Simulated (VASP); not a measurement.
# Ti (Fd-3m) in VASP: further runs

Runs on Ti. Level: BLYP. Tasks: single point, relaxation of cell and atoms.

Everything below comes from runs of VASP 6.6.1. Logs are shortened: lines on timing, memory, paths and dates and some standing lists are left out, and cuts for length are marked.

**1. The cell of the first run**

It takes space group Fd-3m (No. 227, cubic). The conventional cell has a = 5.902 Å, b = 5.902 Å, c = 5.902 Å, α = 90.00°, β = 90.00°, γ = 90.00°. Within 3.4 Å of Ti (site symmetry -43m) lie 4 Ti at 2.56 Å.

**2. Single point, BLYP (volume scaled by 1.04)**

File INCAR:

```
SYSTEM = Ti
PREC = Accurate
ENCUT = 520
EDIFF = 1E-6
ISMEAR = -1
SIGMA = 0.1
LREAL = .FALSE.
LASPH = .TRUE.
NELM = 100
ALGO = Normal
ISIF = 2
LWAVE = .FALSE.
LCHARG = .FALSE.
GGA = B5
ALDAX = 1.0
AGGAX = 1.0
AGGAC = 1.0
ALDAC = 0.0
NBANDS = 19
```

File KPOINTS:

```
Automatic mesh
0
G
  11 11 11
  0 0 0
```

File POSCAR:

```
Ti
1.0
    0.0000000000      2.9511657524      2.9511657524
    2.9511657524      0.0000000000      2.9511657524
    2.9511657524      2.9511657524      0.0000000000
Ti
2
Direct
    0.1250000000      0.1250000000      0.1250000000
    0.8750000000      0.8750000000      0.8750000000
```

Potentials or basis: VASP PAW PBE potentials, release 64 (Ti_sv).

On the command line:

```
cat potpaw_PBE.64/Ti_sv/POTCAR > POTCAR
mpirun -np 1 vasp_std > vasp.out
```

OUTCAR:

```text
SYSTEM = Ti
   PREC = Accurate
   ENCUT = 520
   EDIFF = 1E-6
   ISMEAR = -1
   LREAL = .FALSE.
   LASPH = .TRUE.
   NELM = 100
   ISIF = 2
   GGA = B5

 ion  position               nearest neighbor table
   1  0.125  0.125  0.125-   2 2.56   2 2.56   2 2.56   2 2.56
   2  0.875  0.875  0.875-   1 2.56   1 2.56   1 2.56   1 2.56

  LATTYP: Found a face centered cubic cell.
 ALAT       =     5.9023315048

  Lattice vectors:

 A1 = (   0.0000000000,   2.9511657524,   2.9511657524)
 A2 = (   2.9511657524,   0.0000000000,   2.9511657524)
 A3 = (   2.9511657524,   2.9511657524,   0.0000000000)

Analysis of symmetry for initial positions (statically):
=====================================================================
 Subroutine PRICEL returns:
 Original cell was already a primitive cell.

 Routine SETGRP: Setting up the symmetry group for a
 face centered cubic supercell.

 Subroutine GETGRP returns: Found 48 space group operations
 (whereof 12 operations were pure point group operations)
 out of a pool of 48 trial point group operations.

The static configuration has the point symmetry D_3d.
 The point group associated with its full space group is O_h .

Analysis of symmetry for dynamics (positions and initial velocities):
=====================================================================
 Subroutine PRICEL returns:
 Original cell was already a primitive cell.

 Routine SETGRP: Setting up the symmetry group for a
 face centered cubic supercell.

 Subroutine GETGRP returns: Found 48 space group operations
 (whereof 12 operations were pure point group operations)
 out of a pool of 48 trial point group operations.

The dynamic configuration has the point symmetry D_3d.
 The point group associated with its full space group is O_h .

 Subroutine INISYM returns: Found 48 space group operations
 (whereof 12 operations are pure point group operations),
 and found     1 'primitive' translations

----------------------------------------------------------------------------------------

                                     Primitive cell

  volume of cell :      51.4056

  direct lattice vectors                    reciprocal lattice vectors
     0.000000000  2.951165752  2.951165752    -0.169424574  0.169424574  0.169424574
     2.951165752  0.000000000  2.951165752     0.169424574 -0.169424574  0.169424574
     2.951165752  2.951165752  0.000000000     0.169424574  0.169424574 -0.169424574

  length of vectors
     4.173578632  4.173578632  4.173578632     0.293451970  0.293451970  0.293451970

  position of ions in fractional coordinates (direct lattice)
     0.125000000  0.125000000  0.125000000
     0.875000000  0.875000000  0.875000000

  ion indices of the primitive-cell ions
   primitive index   ion index
                 1           1
                 2           2

----------------------------------------------------------------------------------------

 KPOINTS: Automatic mesh

Automatic generation of k-mesh.
 Grid dimensions read from file:
 generate k-points for:   11   11   11

 Generating k-lattice:

  Cartesian coordinates                     Fractional coordinates (reciprocal lattice)
    -0.015402234  0.015402234  0.015402234     0.090909091  0.000000000  0.000000000
     0.015402234 -0.015402234  0.015402234     0.000000000  0.090909091  0.000000000
     0.015402234  0.015402234 -0.015402234     0.000000000  0.000000000  0.090909091

  Length of vectors
     0.026677452  0.026677452  0.026677452

  Shift w.r.t. Gamma in fractional coordinates (k-lattice)
     0.000000000  0.000000000  0.000000000

 Subroutine IBZKPT returns following result:
 ===========================================

 Found     56 irreducible k-points:

 Following reciprocal coordinates:
            Coordinates               Weight
  0.000000  0.000000  0.000000      1.000000
  0.090909  0.000000  0.000000      8.000000
  0.181818  0.000000  0.000000      8.000000
  0.272727  0.000000  0.000000      8.000000
  0.363636  0.000000  0.000000      8.000000
  0.454545  0.000000  0.000000      8.000000
[... 16 lines left out ...]
 -0.272727  0.181818  0.000000     24.000000
 -0.181818  0.181818  0.000000     12.000000
 [... further k-points ...]
   k-points           NKPTS =     56   k-points in BZ     NKDIM =     56   number of bands    NBANDS=     19
   number of dos      NEDOS =    301   number of ions     NIONS =      2
   total plane-waves  NPLWV =  32768
   dimension x,y,z NGX =    32 NGY =   32 NGZ =   32
   dimension x,y,z NGXF=    64 NGYF=   64 NGZF=   64
   ions per type =               2
   NGX,Y,Z   is equivalent  to a cutoff of  12.75, 12.75, 12.75 a.u.
   NGXF,Y,Z  is equivalent  to a cutoff of  25.49, 25.49, 25.49 a.u.
 SYSTEM =  Ti
   PREC   = accura    normal or accurate (medium, high low for compatibility)
   ISTART =      0    job   : 0-new  1-cont  2-samecut
   ICHARG =      2    charge: 1-file 2-atom 10-const
   ISPIN  =      1    spin polarized calculation?
   LNONCOLLINEAR =      F non collinear calculations
   LSORBIT =      F    spin-orbit coupling
   LASPH  =      T    aspherical Exc in radial PAW
   ENCUT  =  520.0 eV  38.22 Ry    6.18 a.u.   7.76  7.76  7.76*2*pi/ulx,y,z
   NELM   =    100;   NELMIN=  2; NELMDL= -5     # of ELM steps
   EDIFF  = 0.1E-05   stopping-criterion for ELM
   LREAL  =      F    real-space projection
   EDIFFG = 0.1E-04   stopping-criterion for IOM
   NSW    =      0    number of steps for IOM
   IBRION =     -1    ionic relax: 0-MD 1-quasi-New 2-CG
   NFREE  =      0    steps in history (QN), initial steepest desc. (CG)
   ISIF   =      2    stress and relaxation
   ISYM   =      2    0-nonsym 1-usesym 2-fastsym
   POTIM  = 0.5000    time-step for ionic-motion
   TEBEG  =    0.0;   TEEND  =   0.0 temperature during run
   PSTRESS=    0.0 pullay stress
   NELECT =      24.0000    total number of electrons
   NUPDOWN=      -1.0000    fix difference up-down
   EMIN   =  10.00;   EMAX   =-10.00  energy-range for DOS
   EFERMI =   0.00;   METHOD = LEGACY
   ISMEAR =    -1;   SIGMA  =   0.10  broadening in eV -4-tet -1-fermi 0-gaus
   EFERMI_NEDOS =   21; number of points for ismear=-14 and -15
   IALGO  =     38    algorithm
   IMIX   =      4    mixing-type and parameters
     AMIX     =   0.40;   BMIX     =  1.00
     AMIX_MAG =   1.60;   BMIX_MAG =  1.00
  volume/ion in A,a.u.               =      25.70       173.45
  Fermi-wavevector in a.u.,A,eV,Ry     =   1.270013  2.399977 21.945301  1.612934
  Thomas-Fermi vector in A             =   2.403024
   LORBIT       =      0    0 simple, 1 ext, 2 COOP (PROOUT), +10 PAW based schemes
   GGA     = B5    functional components
   LHFCALC =     F    Hartree Fock is set to
   AEXX    =    0.0000 exact exchange contribution
   IVDW    =     0    specifies the selected vdW correction
   LEPSILON=     F    determine dielectric tensor
   LRPA    =     F    only Hartree local field effects (RPA)
 non-spin polarized calculation
  energy-cutoff  :      520.00
  volume of cell :       51.41
 maximum number of plane-waves:      1411
   NGX = 15   NGY = 15   NGZ = 15

 number of electron      23.9999998 magnetization

 Free energy of the ion-electron system (eV)
  ---------------------------------------------------
  ext. energy  EPLUGINS =         0.00000000
  ---------------------------------------------------
  free energy    TOTEN  =        -9.62805279 eV

  energy without entropy =       -9.37869065  energy(sigma->0) =       -9.50337172

 E-fermi :   4.8783     XC(G=0):  -8.8745

 val. band max:        4.8763912295   @ k =  -0.4545   0.4545   0.0000
 cond. band min:       4.8821941169   @ k =   0.0909   0.0000   0.0000
 fundamental gap:      0.0058028875
 Fermi energy:         4.8782557651

 k-point     1 :       0.0000    0.0000    0.0000
  band No.  band energies     occupation
      1     -51.5939      2.00000
      2     -51.2504      2.00000
      3     -28.1702      2.00000
      4     -28.1702      2.00000
      5     -28.1702      2.00000
      6     -27.6246      2.00000
[... 11 lines left out ...]
     18       8.3016      0.00000
     19       8.3016      0.00000

 k-point     2 :       0.0909    0.0000    0.0000
  band No.  band energies     occupation
      1     -51.5887      2.00000
      2     -51.2556      2.00000
      3     -28.1759      2.00000
      4     -28.1759      2.00000
      5     -28.1701      2.00000
      6     -27.6257      2.00000
[... 11 lines left out ...]
     18       8.2946      0.00000
     19       8.2946      0.00000

 k-point     3 :       0.1818    0.0000    0.0000
  band No.  band energies     occupation
      1     -51.5741      2.00000
      2     -51.2706      2.00000
      3     -28.1905      2.00000
      4     -28.1905      2.00000
      5     -28.1698      2.00000
      6     -27.6286      2.00000
[... 11 lines left out ...]
     18       8.2665      0.00000
     19       8.2665      0.00000

 k-point     4 :       0.2727    0.0000    0.0000
  band No.  band energies     occupation
      1     -51.5524      2.00000
      2     -51.2928      2.00000
      3     -28.2086      2.00000
      4     -28.2086      2.00000
      5     -28.1698      2.00000
      6     -27.6318      2.00000
[... 11 lines left out ...]
     18       8.2001      0.00000
     19       8.2001      0.00000

 k-point     5 :       0.3636    0.0000    0.0000
  band No.  band energies     occupation
      1     -51.5286      2.00000
      2     -51.3171      2.00000
      3     -28.2243      2.00000
      4     -28.2243      2.00000
      5     -28.1703      2.00000
      6     -27.6343      2.00000
[... 11 lines left out ...]
     18       8.0823      0.00000
     19       8.0823      0.00000
[... 334 lines left out ...]
      2     -51.3550      2.00000
      3     -28.2875      2.00000
      4     -28.2528      2.00000
      5     -28.0802      2.00000
      6     -27.7217      2.00000
[... 11 lines left out ...]
     18       7.9985      0.00000
     19       8.0447      0.00000

 k-point    22 :      -0.3636    0.1818    0.0000
  band No.  band energies     occupation
      1     -51.4989      2.00000
      2     -51.3472      2.00000
      3     -28.2873      2.00000
      4     -28.2424      2.00000
      5     -28.0897      2.00000
      6     -27.7116      2.00000
[... 11 lines left out ...]
     18       7.6550      0.00000
     19       8.2792      0.00000

 k-point    23 :      -0.2727    0.1818    0.0000
  band No.  band energies     occupation
      1     -51.5205      2.00000
      2     -51.3253      2.00000
      3     -28.2740      2.00000
      4     -28.2258      2.00000
      5     -28.1086      2.00000
      6     -27.6920      2.00000
[... 11 lines left out ...]
     18       7.5876      0.00000
     19       8.3977      0.00000

 k-point    24 :      -0.1818    0.1818    0.0000
  band No.  band energies     occupation
      1     -51.5442      2.00000
      2     -51.3011      2.00000
      3     -28.2495      2.00000
      4     -28.2078      2.00000
      5     -28.1321      2.00000
      6     -27.6677      2.00000
[... 11 lines left out ...]
     18       7.8387      0.00000
     19       8.4189      0.00000

 [... further k-points ...]

------------------------ aborting loop because EDIFF is reached ----------------------------------------

  FORCE on cell =-STRESS in cart. coord.  units (eV):
  Direction    XX          YY          ZZ          XY          YZ          ZX
  --------------------------------------------------------------------------------------
  -------------------------------------------------------------------------------------
  Total       -0.2926074     -0.2926074     -0.2926074      0.0000000     -0.0000000     -0.0000000
  in kB       -9.1197947     -9.1197947     -9.1197947      0.0000000     -0.0000000     -0.0000000
  external PRESSURE =      -9.1197947 kB  Pullay stress =       0.0000000 kB

 VOLUME and BASIS-vectors are now :
 -----------------------------------------------------------------------------
  energy-cutoff  :      520.00
  volume of cell :       51.41
      direct lattice vectors                 reciprocal lattice vectors
     0.000000000  2.951165752  2.951165752    -0.169424574  0.169424574  0.169424574
     2.951165752  0.000000000  2.951165752     0.169424574 -0.169424574  0.169424574
     2.951165752  2.951165752  0.000000000     0.169424574  0.169424574 -0.169424574

 POSITION                                       TOTAL-FORCE (eV/Angst)
 -----------------------------------------------------------------------------------
      0.73779      0.73779      0.73779         0.000000     -0.000000      0.000000
      5.16454      5.16454      5.16454        -0.000000      0.000000     -0.000000
 -----------------------------------------------------------------------------------
    total drift:                                0.000000      0.000000     -0.000000

  FREE ENERGIE OF THE ION-ELECTRON SYSTEM (eV)
  ---------------------------------------------------
  free  energy   TOTEN  =        -9.6280527895 eV

  energy  without entropy=       -9.3786906518  energy(sigma->0) =       -9.50337172
```

Wall time 56 s (1 thread of Intel Xeon Platinum 8259CL at 2.50GHz (Skylake/Cascade Lake), shared host); peak memory 0.19 GiB.

What came out:

| Quantity | Value |
| --- | --- |
| Free energy | -9.6281 eV |
| Pressure | -0.9 GPa |
| Band gap on the k mesh | zero (band 12 reaches 4.93 eV, above the bottom of band 13 at 4.77 eV) |

Caveat: the PAW data sets were made with another functional, which shifts forces and pressure a little.

**3. Single point, BLYP (volume scaled by 1.08)**

File INCAR:

```
SYSTEM = Ti
PREC     = Accurate       ! precision mode
ENCUT    = 520            ! plane-wave cutoff, eV
EDIFF    = 1E-6           ! SCF threshold, eV
ISMEAR   = -1             ! smearing method
SIGMA    = 0.1            ! smearing width, eV
LREAL    = .FALSE.        ! projectors in reciprocal space
LASPH    = .TRUE.         ! aspherical terms in the spheres
NELM     = 100            ! most SCF steps
ALGO     = Normal         ! electronic algorithm
ISIF     = 2              ! what is computed and relaxed
LWAVE    = .FALSE.        ! write WAVECAR
LCHARG   = .FALSE.        ! write CHGCAR
GGA      = B5             ! functional
ALDAX    = 1.0          
AGGAX    = 1.0          
AGGAC    = 1.0          
ALDAC    = 0.0          
NBANDS   = 19             ! bands
```

KPOINTS is that of step 2.

File POSCAR:

```
Ti
1.0
    0.0000000000      2.9885262471      2.9885262471
    2.9885262471      0.0000000000      2.9885262471
    2.9885262471      2.9885262471      0.0000000000
Ti
2
Direct
    0.1250000000      0.1250000000      0.1250000000
    0.8750000000      0.8750000000      0.8750000000
```

Potentials or basis: VASP PAW PBE potentials, release 64 (Ti_sv).

On the command line:

```
cat potpaw_PBE.64/Ti_sv/POTCAR > POTCAR
mpirun -np 1 vasp_std > vasp.out
```

Run time: 56 s. Hardware: 1 thread of Intel Xeon Platinum 8259CL at 2.50GHz (Skylake/Cascade Lake), shared host; peak memory 0.19 GiB.

It converged, with:

```
Free energy            : -9.6126 eV
Pressure               : -1.7 GPa
Band gap on the k mesh : zero (band 12 reaches 4.64 eV, above the bottom of band 13 at 4.49 eV)
```

Levels at points of the mesh, in eV from the Fermi level:
```csv
k point,band 9,band 10,band 11,band 12,band 13,band 14,band 15,band 16
"(0.00, 0.00, 0.00)",-4.33,-0.39,-0.39,-0.11,-0.11,-0.11,1.47,1.47
```

Caveat: the PAW data sets were made with another functional, which shifts forces and pressure a little.

**4. Single point, BLYP (volume scaled by 1.12)**

File INCAR:

```
SYSTEM = Ti
AGGAC    = 1.0          
AGGAX    = 1.0          
ALDAC    = 0.0          
ALDAX    = 1.0          
ALGO     = Normal         ! electronic algorithm
EDIFF    = 1E-6           ! SCF threshold, eV
ENCUT    = 520            ! plane-wave cutoff, eV
GGA      = B5             ! functional
ISIF     = 2              ! what is computed and relaxed
ISMEAR   = -1             ! smearing method
LASPH    = .TRUE.         ! aspherical terms in the spheres
LCHARG   = .FALSE.        ! write CHGCAR
LREAL    = .FALSE.        ! projectors in reciprocal space
LWAVE    = .FALSE.        ! write WAVECAR
NBANDS   = 19             ! bands
NELM     = 80             ! most SCF steps
PREC     = Accurate       ! precision mode
SIGMA    = 0.1            ! smearing width, eV
```

File KPOINTS:

```
k-points
0
G
  11 11 11
  0 0 0
```

File POSCAR:

```
Ti
1.0
    0.0000000000      3.0249752813      3.0249752813
    3.0249752813      0.0000000000      3.0249752813
    3.0249752813      3.0249752813      0.0000000000
Ti
2
Direct
    0.1250000000      0.1250000000      0.1250000000
    0.8750000000      0.8750000000      0.8750000000
```

On the command line:

```
cat potpaw_PBE.64/Ti_sv/POTCAR > POTCAR
mpirun -np 1 vasp_std > vasp.out
```

Run time: 60 s. Hardware: 1 thread of Intel Xeon Platinum 8259CL at 2.50GHz (Skylake/Cascade Lake), shared host; peak memory 0.19 GiB.

The run converged. Its results:

* Free energy: -9.5889 eV
* Pressure: -2.3 GPa
* Band gap on the k mesh: zero (band 12 reaches 4.38 eV, above the bottom of band 13 at 4.23 eV)

Levels at points of the mesh, in eV from the Fermi level:
```csv
k point,band 9,band 10,band 11,band 12,band 13,band 14,band 15,band 16
"(0.00, 0.00, 0.00)",-4.25,-0.34,-0.34,-0.10,-0.10,-0.10,1.42,1.42
```

Caveat: the PAW data sets were made with another functional, which shifts forces and pressure a little.

(Part 1 of 2 ends here.)
